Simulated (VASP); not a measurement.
# BN (P1) in VASP: single point with LDA

Aim: the single point of BN with LDA.

All numbers are computed with VASP 6.6.1; they aren't measurements. Logs are shortened: lines on timing, memory, paths and dates and some standing lists are left out, and cuts for length are marked.

## 1. The cell of the first run

The typed cell holds 2 atoms: a = 4.078 Å, b = 2.481 Å, c = 3.675 Å, α = 81.61°, β = 36.64°, γ = 64.28°.

## 2. Single point, LDA

Input file INCAR:

```
PREC = Accurate
ENCUT = 520
EDIFF = 1E-6
ISMEAR = 0
SIGMA = 0.01
LREAL = F
LASPH = T
NELM = 80
ALGO = Normal
ISIF = 2
LWAVE = F
LCHARG = F
GGA = CA
NBANDS = 11
```

Input file KPOINTS:

```
Automatic mesh
0
Gamma
  7 7 7
```

Input file POSCAR:

```
BN
1.0
   -0.0424200000      3.4826200000      2.1207200000
    1.2436800000     -0.0310500000      2.1463000000
    1.1872800000      3.4782800000     -0.0175100000
B N
1 1
Direct
    0.9566500000      0.0673400000      0.9967200000
    0.6654800000      0.6868600000      0.3103800000
```

Potentials or basis: VASP PAW LDA potentials, release 64 (B, N).

On the command line:

```console
> cat potpaw_LDA.64/B/POTCAR potpaw_LDA.64/N/POTCAR > POTCAR
> mpirun -np 1 vasp_std > vasp.out
```

OUTCAR:

```text
PREC = Accurate
   ENCUT = 520
   EDIFF = 1E-6
   ISMEAR = 0
   LREAL = F
   LASPH = T
   NELM = 80
   ISIF = 2
   GGA = CA

 ion  position               nearest neighbor table
   1  0.957  0.067  0.997-   2 1.36   2 1.45   2 1.49
   2  0.665  0.687  0.310-   1 1.36   1 1.45   1 1.49

  LATTYP: Found a triclinic cell.
 ALAT       =     4.8134118900
 B/A-ratio  =     1.4527701388
 C/A-ratio  =     0.5124470724
 COS(alpha) =     0.0034627706
 COS(beta)  =     0.6423291362
 COS(gamma) =     0.7354712747

  Lattice vectors:

 A1 = (   2.5158000000,  -3.5180100000,  -2.1126500000)
 A2 = (   0.0988200000,  -6.9919500000,   0.0430900000)
 A3 = (   1.2297000000,  -0.0043400000,  -2.1382300000)

Analysis of symmetry for initial positions (statically):
=====================================================================
 Subroutine PRICEL returns:
 Original cell was already a primitive cell.

 Routine SETGRP: Setting up the symmetry group for a
 triclinic supercell.

 Subroutine GETGRP returns: Found  1 space group operations
 (whereof  1 operations were pure point group operations)
 out of a pool of  2 trial point group operations.

The static configuration has the point symmetry C_1 .

Analysis of symmetry for dynamics (positions and initial velocities):
=====================================================================
 Subroutine PRICEL returns:
 Original cell was already a primitive cell.

 Routine SETGRP: Setting up the symmetry group for a
 triclinic supercell.

 Subroutine GETGRP returns: Found  1 space group operations
 (whereof  1 operations were pure point group operations)
 out of a pool of  2 trial point group operations.

The dynamic configuration has the point symmetry C_1 .

 Subroutine INISYM returns: Found  1 space group operations
 (whereof  1 operations are pure point group operations),
 and found     1 'primitive' translations

----------------------------------------------------------------------------------------

                                     Primitive cell

  volume of cell :      18.5193

  direct lattice vectors                    reciprocal lattice vectors
    -0.042420000  3.482620000  2.120720000    -0.403088008  0.138776437  0.235578206
     1.243680000 -0.031050000  2.146300000     0.401605765 -0.135920478  0.231240093
     1.187280000  3.478280000 -0.017510000     0.407176023  0.147335486 -0.233807907

  length of vectors
     4.077731580  2.480787725  3.675373744     0.487068715  0.482942592  0.492103847

  position of ions in fractional coordinates (direct lattice)
     0.956650000  0.067340000  0.996720000
     0.665480000  0.686860000  0.310380000

  ion indices of the primitive-cell ions
   primitive index   ion index
                 1           1
                 2           2

----------------------------------------------------------------------------------------

 KPOINTS: Automatic mesh

Automatic generation of k-mesh.
 Grid dimensions read from file:
 generate k-points for:    7    7    7

 Generating k-lattice:

  Cartesian coordinates                     Fractional coordinates (reciprocal lattice)
    -0.057584001  0.019825205  0.033654029     0.142857143  0.000000000  0.000000000
     0.057372252 -0.019417211  0.033034299     0.000000000  0.142857143  0.000000000
     0.058168003  0.021047927 -0.033401130     0.000000000  0.000000000  0.142857143

  Length of vectors
     0.069581245  0.068991799  0.070300550

  Shift w.r.t. Gamma in fractional coordinates (k-lattice)
     0.000000000  0.000000000  0.000000000

 Subroutine IBZKPT returns following result:
 ===========================================

 Found    172 irreducible k-points:

 Following reciprocal coordinates:
            Coordinates               Weight
  0.000000  0.000000  0.000000      1.000000
  0.142857 -0.000000 -0.000000      2.000000
  0.285714  0.000000 -0.000000      2.000000
  0.428571  0.000000 -0.000000      2.000000
 -0.000000  0.142857 -0.000000      2.000000
  0.142857  0.142857  0.000000      2.000000
[... 16 lines left out ...]
 -0.428571  0.428571  0.000000      2.000000
 -0.285714  0.428571 -0.000000      2.000000
 [... further k-points ...]
   k-points           NKPTS =    172   k-points in BZ     NKDIM =    172   number of bands    NBANDS=     11
   number of dos      NEDOS =    301   number of ions     NIONS =      2
   total plane-waves  NPLWV =  15120
   dimension x,y,z NGX =    30 NGY =   18 NGZ =   28
   dimension x,y,z NGXF=    60 NGYF=   36 NGZF=   56
   ions per type =               1   1
   NGX,Y,Z   is equivalent  to a cutoff of  12.23, 12.06, 12.67 a.u.
   NGXF,Y,Z  is equivalent  to a cutoff of  24.46, 24.12, 25.33 a.u.
 SYSTEM =  unknown system
   PREC   = accura    normal or accurate (medium, high low for compatibility)
   ISTART =      0    job   : 0-new  1-cont  2-samecut
   ICHARG =      2    charge: 1-file 2-atom 10-const
   ISPIN  =      1    spin polarized calculation?
   LNONCOLLINEAR =      F non collinear calculations
   LSORBIT =      F    spin-orbit coupling
   LASPH  =      T    aspherical Exc in radial PAW
   ENCUT  =  520.0 eV  38.22 Ry    6.18 a.u.   7.58  4.61  6.83*2*pi/ulx,y,z
   NELM   =     80;   NELMIN=  2; NELMDL= -5     # of ELM steps
   EDIFF  = 0.1E-05   stopping-criterion for ELM
   LREAL  =      F    real-space projection
   EDIFFG = 0.1E-04   stopping-criterion for IOM
   NSW    =      0    number of steps for IOM
   IBRION =     -1    ionic relax: 0-MD 1-quasi-New 2-CG
   NFREE  =      0    steps in history (QN), initial steepest desc. (CG)
   ISIF   =      2    stress and relaxation
   ISYM   =      2    0-nonsym 1-usesym 2-fastsym
   POTIM  = 0.5000    time-step for ionic-motion
   TEBEG  =    0.0;   TEEND  =   0.0 temperature during run
   PSTRESS=    0.0 pullay stress
   NELECT =       8.0000    total number of electrons
   NUPDOWN=      -1.0000    fix difference up-down
   EMIN   =  10.00;   EMAX   =-10.00  energy-range for DOS
   EFERMI =   0.00;   METHOD = LEGACY
   ISMEAR =     0;   SIGMA  =   0.01  broadening in eV -4-tet -1-fermi 0-gaus
   EFERMI_NEDOS =   21; number of points for ismear=-14 and -15
   IALGO  =     38    algorithm
   IMIX   =      4    mixing-type and parameters
     AMIX     =   0.40;   BMIX     =  1.00
     AMIX_MAG =   1.60;   BMIX_MAG =  1.00
  volume/ion in A,a.u.               =       9.26        62.49
  Fermi-wavevector in a.u.,A,eV,Ry     =   1.237553  2.338635 20.837819  1.531536
  Thomas-Fermi vector in A             =   2.372115
   LORBIT       =      0    0 simple, 1 ext, 2 COOP (PROOUT), +10 PAW based schemes
   GGA     = CA    functional components
   LHFCALC =     F    Hartree Fock is set to
   AEXX    =    0.0000 exact exchange contribution
   IVDW    =     0    specifies the selected vdW correction
   LEPSILON=     F    determine dielectric tensor
   LRPA    =     F    only Hartree local field effects (RPA)
 non-spin polarized calculation
 Gauss-broadening in eV      SIGMA  =   0.01
  energy-cutoff  :      520.00
  volume of cell :       18.52
 maximum number of plane-waves:       514
   NGX = 15   NGY =  9   NGZ = 13

 number of electron       8.0000000 magnetization

 Free energy of the ion-electron system (eV)
  ---------------------------------------------------
  ext. energy  EPLUGINS =         0.00000000
  ---------------------------------------------------
  free energy    TOTEN  =       -19.07279411 eV

  energy without entropy =      -19.07279411  energy(sigma->0) =      -19.07279411

 E-fermi :   1.9408     XC(G=0): -10.2797

 val. band max:        1.8645020045   @ k =   0.4286  -0.4286   0.1429
 cond. band min:       5.8978723091   @ k =  -0.4286  -0.4286   0.4286
 fundamental gap:      4.0333703047
 Fermi energy:         1.9408368786

 k-point     1 :       0.0000    0.0000    0.0000
  band No.  band energies     occupation
      1     -15.8608      2.00000
      2      -2.7096      2.00000
      3      -0.3629      2.00000
      4       1.6722      2.00000
      5       6.3834      0.00000
      6      12.4595      0.00000
      7      14.9597      0.00000
      8      15.2700      0.00000
      9      17.1604      0.00000
     10      27.8050      0.00000
     11      28.4665      0.00000

 k-point     2 :       0.1429   -0.0000   -0.0000
  band No.  band energies     occupation
      1     -15.4364      2.00000
      2      -2.3053      2.00000
      3      -1.1010      2.00000
      4       0.0798      2.00000
      5       7.2235      0.00000
      6      12.6495      0.00000
      7      14.0709      0.00000
      8      16.5161      0.00000
      9      18.1702      0.00000
     10      24.9630      0.00000
     11      28.6363      0.00000

 k-point     3 :       0.2857    0.0000   -0.0000
  band No.  band energies     occupation
      1     -14.2412      2.00000
      2      -3.7085      2.00000
      3      -1.7957      2.00000
      4      -1.0879      2.00000
      5       8.8502      0.00000
      6      11.4948      0.00000
      7      12.9309      0.00000
      8      19.6982      0.00000
      9      20.5543      0.00000
     10      21.3847      0.00000
     11      26.8367      0.00000

 k-point     4 :       0.4286    0.0000   -0.0000
  band No.  band energies     occupation
      1     -12.7417      2.00000
      2      -6.4656      2.00000
      3      -2.6018      2.00000
      4       0.4441      2.00000
      5       7.4344      0.00000
      6      11.7121      0.00000
      7      14.2619      0.00000
      8      18.2398      0.00000
      9      21.5348      0.00000
     10      23.8246      0.00000
     11      25.3380      0.00000
[... 239 lines left out ...]
 k-point    22 :       0.4286    0.4286   -0.0000
  band No.  band energies     occupation
      1     -12.8969      2.00000
      2      -6.6988      2.00000
      3      -2.0869      2.00000
      4       0.9859      2.00000
      5       8.2444      0.00000
      6      11.0024      0.00000
      7      13.4084      0.00000
      8      16.5345      0.00000
      9      21.3974      0.00000
     10      23.2375      0.00000
     11      24.9149      0.00000

 k-point    23 :      -0.4286    0.4286    0.0000
  band No.  band energies     occupation
      1     -12.3934      2.00000
      2      -6.9299      2.00000
      3      -3.2393      2.00000
      4       1.5668      2.00000
      5       7.5305      0.00000
      6      12.6704      0.00000
      7      14.4113      0.00000
      8      16.0684      0.00000
      9      18.2000      0.00000
     10      23.6031      0.00000
     11      25.8696      0.00000

 k-point    24 :      -0.2857    0.4286   -0.0000
  band No.  band energies     occupation
      1     -12.2766      2.00000
      2      -6.2855      2.00000
      3      -4.4899      2.00000
      4       1.7734      2.00000
      5       6.8941      0.00000
      6      13.4663      0.00000
      7      15.3482      0.00000
      8      17.3811      0.00000
      9      19.0260      0.00000
     10      21.9586      0.00000
     11      23.8907      0.00000

 [... further k-points ...]
[... 5 lines left out ...]
  --------------------------------------------------------------------------------------
  -------------------------------------------------------------------------------------
  Total        1.5424426     -0.2500595      0.9436083      0.2884606      0.0643266      1.0408008
  in kB      133.4431083    -21.6336856     81.6354631     24.9559244      5.5651589     90.0439900
  external PRESSURE =      64.4816286 kB  Pullay stress =       0.0000000 kB

 VOLUME and BASIS-vectors are now :
 -----------------------------------------------------------------------------
  energy-cutoff  :      520.00
  volume of cell :       18.52
      direct lattice vectors                 reciprocal lattice vectors
    -0.042420000  3.482620000  2.120720000    -0.403088008  0.138776437  0.235578206
     1.243680000 -0.031050000  2.146300000     0.401605765 -0.135920478  0.231240093
     1.187280000  3.478280000 -0.017510000     0.407176023  0.147335486 -0.233807907

 POSITION                                       TOTAL-FORCE (eV/Angst)
 -----------------------------------------------------------------------------------
      1.22655      6.79643      2.15587        -3.816178      1.056773     -0.970194
      1.19451      3.37588      2.88007         3.816178     -1.056773      0.970194
 -----------------------------------------------------------------------------------
    total drift:                                0.000453      0.000573      0.000101

  FREE ENERGIE OF THE ION-ELECTRON SYSTEM (eV)
  ---------------------------------------------------
  free  energy   TOTEN  =       -19.0727941121 eV

  energy  without entropy=      -19.0727941121  energy(sigma->0) =      -19.07279411
```

Run time: 26 s. Hardware: 1 thread of Intel Xeon 6975P-C, shared host; peak memory 0.15 GiB.

Results:

| Property | Result |
| --- | --- |
| Free energy | -19.0728 eV |
| Pressure | 6.4 GPa |
| Largest force | 4.077 eV/Å |
| Band gap on the k mesh | 4.03 eV, indirect (least direct gap 4.53 eV) |

Forces in eV/Å, atoms in the order of the input:
```
B   -3.816  1.057 -0.970
N    3.816 -1.057  0.970
```

Caveat: the k points lie up to 0.44 Å⁻¹ apart; forces of over 1 eV/Å act on the atoms, so gaps and moduli don't describe the material at rest.
